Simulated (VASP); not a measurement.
# MgO (Periclase) (Fm-3m) in VASP: single point with LDA

Aim: the single point of MgO (Periclase) with LDA.

Everything below comes from runs of VASP 6.6.1. Logs are shortened: lines on timing, memory, paths and dates and some standing lists are left out, and cuts for length are marked.

### 1 The cell of the first run

Symmetry: Fm-3m, No. 225, cubic system. Conventional cell: a = 4.217 Å, b = 4.217 Å, c = 4.217 Å, α = 90.00°, β = 90.00°, γ = 90.00°. Within 2.8 Å of Mg (site symmetry m-3m) lie 6 O at 2.11 Å. O (site symmetry m-3m) has 6 Mg at 2.11 Å within 2.8 Å.

### 2 Single point, LDA

INCAR

```
SYSTEM = MgO
PREC = Accurate
ENCUT = 520
EDIFF = 1E-6
ISMEAR = 0
SIGMA = 0.01
LREAL = .FALSE.
LASPH = .TRUE.
NELM = 80
ALGO = Normal
ISIF = 2
LWAVE = .FALSE.
LCHARG = .FALSE.
NBANDS = 11
```

KPOINTS

```
Automatic mesh
0
G
  7 7 7
  0 0 0
```

POSCAR

```
MgO
1.0
    0.0000000000      2.1085000000      2.1085000000
    2.1085000000      0.0000000000      2.1085000000
    2.1085000000      2.1085000000      0.0000000000
Mg O
1 1
Direct
    0.0000000000      0.0000000000      0.0000000000
    0.5000000000      0.5000000000      0.5000000000
```

Potentials or basis: VASP PAW LDA potentials, release 64 (Mg, O).

Run with:

```bash
cat potpaw_LDA.64/Mg/POTCAR potpaw_LDA.64/O/POTCAR > POTCAR
mpirun -np 1 vasp_std > vasp.out
```

OUTCAR:

```text
SYSTEM = MgO
   PREC = Accurate
   ENCUT = 520
   EDIFF = 1E-6
   ISMEAR = 0
   LREAL = .FALSE.
   LASPH = .TRUE.
   NELM = 80
   ISIF = 2

 ion  position               nearest neighbor table
   1  0.000  0.000  0.000-   2 2.11   2 2.11   2 2.11   2 2.11   2 2.11   2 2.11
   2  0.500  0.500  0.500-   1 2.11   1 2.11   1 2.11   1 2.11   1 2.11   1 2.11

  LATTYP: Found a face centered cubic cell.
 ALAT       =     4.2170000000

  Lattice vectors:

 A1 = (   0.0000000000,   2.1085000000,   2.1085000000)
 A2 = (   2.1085000000,   0.0000000000,   2.1085000000)
 A3 = (   2.1085000000,   2.1085000000,   0.0000000000)

Analysis of symmetry for initial positions (statically):
=====================================================================
 Subroutine PRICEL returns:
 Original cell was already a primitive cell.

 Routine SETGRP: Setting up the symmetry group for a
 face centered cubic supercell.

 Subroutine GETGRP returns: Found 48 space group operations
 (whereof 48 operations were pure point group operations)
 out of a pool of 48 trial point group operations.

The static configuration has the point symmetry O_h .

Analysis of symmetry for dynamics (positions and initial velocities):
=====================================================================
 Subroutine PRICEL returns:
 Original cell was already a primitive cell.

 Routine SETGRP: Setting up the symmetry group for a
 face centered cubic supercell.

 Subroutine GETGRP returns: Found 48 space group operations
 (whereof 48 operations were pure point group operations)
 out of a pool of 48 trial point group operations.

The dynamic configuration has the point symmetry O_h .

 Subroutine INISYM returns: Found 48 space group operations
 (whereof 48 operations are pure point group operations),
 and found     1 'primitive' translations

----------------------------------------------------------------------------------------

                                     Primitive cell

  volume of cell :      18.7478

  direct lattice vectors                    reciprocal lattice vectors
     0.000000000  2.108500000  2.108500000    -0.237135404  0.237135404  0.237135404
     2.108500000  0.000000000  2.108500000     0.237135404 -0.237135404  0.237135404
     2.108500000  2.108500000  0.000000000     0.237135404  0.237135404 -0.237135404

  length of vectors
     2.981869296  2.981869296  2.981869296     0.410730569  0.410730569  0.410730569

  position of ions in fractional coordinates (direct lattice)
     0.000000000  0.000000000  0.000000000
     0.500000000  0.500000000  0.500000000

  ion indices of the primitive-cell ions
   primitive index   ion index
                 1           1
                 2           2

----------------------------------------------------------------------------------------

 KPOINTS: Automatic mesh

Automatic generation of k-mesh.
 Grid dimensions read from file:
 generate k-points for:    7    7    7

 Generating k-lattice:

  Cartesian coordinates                     Fractional coordinates (reciprocal lattice)
    -0.033876486  0.033876486  0.033876486     0.142857143  0.000000000  0.000000000
     0.033876486 -0.033876486  0.033876486     0.000000000  0.142857143  0.000000000
     0.033876486  0.033876486 -0.033876486     0.000000000  0.000000000  0.142857143

  Length of vectors
     0.058675796  0.058675796  0.058675796

  Shift w.r.t. Gamma in fractional coordinates (k-lattice)
     0.000000000  0.000000000  0.000000000

 Subroutine IBZKPT returns following result:
 ===========================================

 Found     20 irreducible k-points:

 Following reciprocal coordinates:
            Coordinates               Weight
  0.000000  0.000000  0.000000      1.000000
  0.142857  0.000000  0.000000      8.000000
  0.285714  0.000000  0.000000      8.000000
  0.428571  0.000000  0.000000      8.000000
  0.142857  0.142857  0.000000      6.000000
  0.285714  0.142857  0.000000     24.000000
[... 12 lines left out ...]
 -0.428571  0.428571  0.142857     24.000000
 -0.285714  0.428571  0.142857     24.000000
   k-points           NKPTS =     20   k-points in BZ     NKDIM =     20   number of bands    NBANDS=     11
   number of dos      NEDOS =    301   number of ions     NIONS =      2
   total plane-waves  NPLWV =  13824
   dimension x,y,z NGX =    24 NGY =   24 NGZ =   24
   dimension x,y,z NGXF=    48 NGYF=   48 NGZF=   48
   ions per type =               1   1
   NGX,Y,Z   is equivalent  to a cutoff of  13.38, 13.38, 13.38 a.u.
   NGXF,Y,Z  is equivalent  to a cutoff of  26.76, 26.76, 26.76 a.u.
 SYSTEM =  MgO
   PREC   = accura    normal or accurate (medium, high low for compatibility)
   ISTART =      0    job   : 0-new  1-cont  2-samecut
   ICHARG =      2    charge: 1-file 2-atom 10-const
   ISPIN  =      1    spin polarized calculation?
   LNONCOLLINEAR =      F non collinear calculations
   LSORBIT =      F    spin-orbit coupling
   LASPH  =      T    aspherical Exc in radial PAW
   ENCUT  =  520.0 eV  38.22 Ry    6.18 a.u.   5.54  5.54  5.54*2*pi/ulx,y,z
   NELM   =     80;   NELMIN=  2; NELMDL= -5     # of ELM steps
   EDIFF  = 0.1E-05   stopping-criterion for ELM
   LREAL  =      F    real-space projection
   EDIFFG = 0.1E-04   stopping-criterion for IOM
   NSW    =      0    number of steps for IOM
   IBRION =     -1    ionic relax: 0-MD 1-quasi-New 2-CG
   NFREE  =      0    steps in history (QN), initial steepest desc. (CG)
   ISIF   =      2    stress and relaxation
   ISYM   =      2    0-nonsym 1-usesym 2-fastsym
   POTIM  = 0.5000    time-step for ionic-motion
   TEBEG  =    0.0;   TEEND  =   0.0 temperature during run
   PSTRESS=    0.0 pullay stress
   NELECT =       8.0000    total number of electrons
   NUPDOWN=      -1.0000    fix difference up-down
   EMIN   =  10.00;   EMAX   =-10.00  energy-range for DOS
   EFERMI =   0.00;   METHOD = LEGACY
   ISMEAR =     0;   SIGMA  =   0.01  broadening in eV -4-tet -1-fermi 0-gaus
   EFERMI_NEDOS =   21; number of points for ismear=-14 and -15
   IALGO  =     38    algorithm
   IMIX   =      4    mixing-type and parameters
     AMIX     =   0.40;   BMIX     =  1.00
     AMIX_MAG =   1.60;   BMIX_MAG =  1.00
  volume/ion in A,a.u.               =       9.37        63.26
  Fermi-wavevector in a.u.,A,eV,Ry     =   1.232503  2.329092 20.668107  1.519063
  Thomas-Fermi vector in A             =   2.367270
   LORBIT       =      0    0 simple, 1 ext, 2 COOP (PROOUT), +10 PAW based schemes
   GGA     = CA    functional components
   LHFCALC =     F    Hartree Fock is set to
   AEXX    =    0.0000 exact exchange contribution
   IVDW    =     0    specifies the selected vdW correction
   LEPSILON=     F    determine dielectric tensor
   LRPA    =     F    only Hartree local field effects (RPA)
 non-spin polarized calculation
 Gauss-broadening in eV      SIGMA  =   0.01
  energy-cutoff  :      520.00
  volume of cell :       18.75
 maximum number of plane-waves:       531
 NGX is ok and might be reduce to    24
   NGX = 11   NGY = 11   NGZ = 11

 number of electron       8.0000005 magnetization

 Free energy of the ion-electron system (eV)
  ---------------------------------------------------
  ext. energy  EPLUGINS =         0.00000000
  ---------------------------------------------------
  free energy    TOTEN  =       -13.42155555 eV

  energy without entropy =      -13.42155555  energy(sigma->0) =      -13.42155555

 E-fermi :   2.9529     XC(G=0): -11.5749

 val. band max:        2.8540558961   @ k =   0.0000   0.0000   0.0000
 cond. band min:       7.4762888907   @ k =   0.0000   0.0000   0.0000
 fundamental gap:      4.6222329946
 Fermi energy:         2.9528976259

 k-point     1 :       0.0000    0.0000    0.0000
  band No.  band energies     occupation
      1     -14.1299      2.00000
      2       2.8541      2.00000
      3       2.8541      2.00000
      4       2.8541      2.00000
      5       7.4763      0.00000
      6      18.3602      0.00000
      7      18.3602      0.00000
      8      18.3602      0.00000
      9      22.3755      0.00000
     10      24.0144      0.00000
     11      24.0144      0.00000

 k-point     2 :       0.1429    0.0000    0.0000
  band No.  band energies     occupation
      1     -13.9108      2.00000
      2       1.6546      2.00000
      3       2.7201      2.00000
      4       2.7201      2.00000
      5       8.5962      0.00000
      6      16.4227      0.00000
      7      18.8049      0.00000
      8      18.8049      0.00000
      9      22.8563      0.00000
     10      22.8563      0.00000
     11      24.6689      0.00000

 k-point     3 :       0.2857    0.0000    0.0000
  band No.  band energies     occupation
      1     -13.3688      2.00000
      2      -0.3030      2.00000
      3       2.4359      2.00000
      4       2.4359      2.00000
      5      10.0916      0.00000
      6      15.0036      0.00000
      7      19.1810      0.00000
      8      19.1810      0.00000
      9      22.8702      0.00000
     10      22.8702      0.00000
     11      24.1960      0.00000

 k-point     4 :       0.4286    0.0000    0.0000
  band No.  band energies     occupation
      1     -12.8666      2.00000
      2      -1.6405      2.00000
      3       2.2225      2.00000
      4       2.2225      2.00000
      5      10.5475      0.00000
      6      15.1223      0.00000
      7      18.8773      0.00000
      8      18.8773      0.00000
      9      23.4584      0.00000
     10      24.5737      0.00000
     11      24.5737      0.00000
[... 183 lines left out ...]
 k-point    18 :      -0.4286    0.2857    0.1429
  band No.  band energies     occupation
      1     -12.6479      2.00000
      2      -0.9660      2.00000
      3       0.7324      2.00000
      4       1.7857      2.00000
      5      12.6681      0.00000
      6      14.4604      0.00000
      7      15.8016      0.00000
      8      19.4171      0.00000
      9      22.7859      0.00000
     10      24.6850      0.00000
     11      29.4413      0.00000

 k-point    19 :      -0.4286    0.4286    0.1429
  band No.  band energies     occupation
      1     -12.5482      2.00000
      2      -0.8814      2.00000
      3       0.8520      2.00000
      4       1.3487      2.00000
      5      12.9786      0.00000
      6      13.4853      0.00000
      7      15.3185      0.00000
      8      19.6108      0.00000
      9      22.1713      0.00000
     10      27.2207      0.00000
     11      29.4474      0.00000

 k-point    20 :      -0.2857    0.4286    0.1429
  band No.  band energies     occupation
      1     -12.4876      2.00000
      2      -0.3385      2.00000
      3      -0.1321      2.00000
      4       1.3722      2.00000
      5      13.5678      0.00000
      6      14.6716      0.00000
      7      14.7337      0.00000
      8      18.7061      0.00000
      9      23.0845      0.00000
     10      25.3451      0.00000
     11      29.4025      0.00000

------------------------ aborting loop because EDIFF is reached ----------------------------------------

  FORCE on cell =-STRESS in cart. coord.  units (eV):
  Direction    XX          YY          ZZ          XY          YZ          ZX
  --------------------------------------------------------------------------------------
  -------------------------------------------------------------------------------------
  Total       -0.9627988     -0.9627988     -0.9627988      0.0000000      0.0000000      0.0000000
  in kB      -82.2801923    -82.2801923    -82.2801923      0.0000000      0.0000000      0.0000000
  external PRESSURE =     -82.2801923 kB  Pullay stress =       0.0000000 kB

 VOLUME and BASIS-vectors are now :
 -----------------------------------------------------------------------------
  energy-cutoff  :      520.00
  volume of cell :       18.75
      direct lattice vectors                 reciprocal lattice vectors
     0.000000000  2.108500000  2.108500000    -0.237135404  0.237135404  0.237135404
     2.108500000  0.000000000  2.108500000     0.237135404 -0.237135404  0.237135404
     2.108500000  2.108500000  0.000000000     0.237135404  0.237135404 -0.237135404

 POSITION                                       TOTAL-FORCE (eV/Angst)
 -----------------------------------------------------------------------------------
      0.00000      0.00000      0.00000        -0.000000     -0.000000      0.000000
      2.10850      2.10850      2.10850         0.000000      0.000000     -0.000000
 -----------------------------------------------------------------------------------
    total drift:                               -0.000000     -0.000000      0.000000

  FREE ENERGIE OF THE ION-ELECTRON SYSTEM (eV)
  ---------------------------------------------------
  free  energy   TOTEN  =       -13.4215555500 eV

  energy  without entropy=      -13.4215555500  energy(sigma->0) =      -13.42155555
```

Run time: 3.1 s. Hardware: 1 thread of Intel Xeon Platinum 8559C (Emerald Rapids), shared host; peak memory 0.13 GiB.

What came out:

```yaml
Free_energy: -13.4216 eV
Pressure: -8.2 GPa
Band_gap_on_the_k_mesh: 4.62 eV, direct
```

LDA gaps usually lie below the measured ones, often by a third to a half.
